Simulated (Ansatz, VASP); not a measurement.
## SnSe2: VASP beside Ansatz

INCAR

```
PREC = Accurate ; ENCUT = 520
EDIFF = 1E-7 ; ISMEAR = 0
SIGMA = 0.05 ; LREAL = False
LASPH = True ; NELM = 80
ALGO = Normal ; ISIF = 2
LWAVE = False ; LCHARG = False
GGA = PE ; NBANDS = 20
```

Contents of KPOINTS:

```
Automatic mesh
0
Gamma
  12 12 6
```

The input POSCAR:

```
SnSe2
1.0
    3.8109987816      0.0000000000      0.0000000000
   -1.9054993908      3.3004217586      0.0000000000
    0.0000000000      0.0000000000      6.1370000000
Sn Se
1 2
Direct
    0.0000000000      0.0000000000      0.0000000000
    0.3706136646      0.7412273292      0.2779602485
    0.7039469980      0.4078939959      0.7779602485
```

Input for Ansatz:

```yaml
crystal:
  lattice:
    - [3.8109987816, 0.0, 0.0]
    - [-1.9054993908, 3.3004217586, 0.0]
    - [0.0, 0.0, 6.137]
  atoms:
    - { symbol: Sn, position: [0.0, 0.0, 0.0] }
    - { symbol: Se, position: [0.3706136646, 0.7412273292, 0.2779602485] }
    - { symbol: Se, position: [0.703946998, 0.4078939959, 0.7779602485] }
basis:
  ecutwfc: 420
kpoints:
  mp_grid: { grid: [12, 12, 6] }
hamiltonian:
  xc: pbe
scf:
  occupations: { method: gaussian, width: 0.05 }
output:
  forces: true
  stress: true
  eigenvalues: true
```

Change from the starting cell: all Se atoms moved -0.300 Å, as atom 2 towards its neighbour atom 1 (Sn) at 2.682 Å.

Alike in both runs: task single point; functional PBE; k mesh 12 × 12 × 6; occupations gaussian, width 0.05 eV; no spin polarisation.

|  | VASP | Ansatz |
| --- | --- | --- |
| version | VASP 6.6.1 | Ansatz 0.2.0 |
| potentials or method | VASP PAW PBE potentials, release 64 (Sn_d, Se), cutoff 520 eV | scalar-relativistic, plane waves, PAW |
| valence electrons in the cell | 26 | 46 |

|  | VASP | Ansatz | Ansatz less VASP |
| --- | --- | --- | --- |
| gap on the k mesh at the Fermi level (eV) | 0.20 | 0.21 | +0.007 |
| least direct gap on the mesh (eV) | 0.43 | 0.44 | +0.013 |
| pressure (GPa) | 7.8 | 7.8 | -0.07 |
| traceless stress, the component that is largest in VASP (GPa) | 4.76 | 4.78 | +0.019 |
| rms of the force components (eV/Å) | 1.730 | 1.724 | -0.0053 |

Atom by atom the forces differ by 0.008 eV/Å (rms over components). VASP's potentials hold 26 valence electrons a cell and Ansatz's 46, so a difference there can come from the potentials and not from the codes.
